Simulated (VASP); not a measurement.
Ru, 1 atom in the cell. It takes space group Pm-3m (No. 221, cubic). The conventional cell has a = 2.334 Å, b = 2.334 Å, c = 2.334 Å, α = 90.00°, β = 90.00°, γ = 90.00°. Within 3.1 Å of Ru (site symmetry m-3m) lie 6 Ru at 2.33 Å.  This cell differs from its parent crystal: volume scaled by 0.85.

```yaml
Program: VASP 6.6.1
Task: single point
Functional: LDA
Potentials_or_basis: VASP PAW LDA potentials, release 64 (Ru_pv)
Cutoff: 520 eV
k_mesh: 17 × 17 × 17
Occupations: fermi-dirac, width 0.1 eV
Spin: no spin polarisation
Dipole_correction: no
Further_INCAR_settings: ALGO = Normal; EDIFF = 1e-06; NBANDS = 13
```

Potentials or basis: VASP PAW LDA potentials, release 64 (Ru_pv).

Command:

```console
$ cat potpaw_LDA.64/Ru_pv/POTCAR > POTCAR
$ mpirun -np 1 vasp_std > vasp.out
```

Hardware: 1 thread of Intel Xeon 8259CL (shared host).

Task: How long does it take, and how much memory?

Result: It took 29 s on 1 thread of Intel Xeon 8259CL, on a shared host, peak memory 0.13 GiB. Counts: scf iterations 11, k points 165.
